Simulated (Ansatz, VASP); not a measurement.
**Si in VASP and in Ansatz**

```
Si
1.0
     4.93519    0.00000    0.00000
     0.00000    4.93519    0.00000
     0.00000    0.00000    4.93519
Si
8
Direct
  0.00000 0.00000 0.00000
  0.50000 0.50000 0.50000
  0.25000 0.00000 0.50000
  0.75000 0.00000 0.50000
  0.50000 0.25000 0.00000
  0.50000 0.75000 0.00000
  0.00000 0.50000 0.25000
  0.00000 0.50000 0.75000
```

Alike in both runs: functional RPBE; k mesh 5 × 5 × 5; occupations fermi-dirac, width 0.1 eV; no spin polarisation.

Ansatz relaxed the structure, and its values are those at the end. VASP's run is a single point on that final structure, the one shown.

|  | VASP | Ansatz |
| --- | --- | --- |
| version | VASP 6.6.1 | Ansatz 0.2.0 |
| potentials or method | VASP PAW PBE potentials, release 64 (Si), cutoff 520 eV | plane waves (420 eV) with PAW, scalar-relativistic |
| valence electrons in the cell | 32 | 32 |

|  | VASP | Ansatz | Ansatz less VASP |
| --- | --- | --- | --- |
| pressure (GPa) | -0.4 | 0.0 | +0.40 |

VASP's potentials were made for PBE, not for RPBE. With one functional, cell and mesh, what is left measures potentials, basis and numerics.
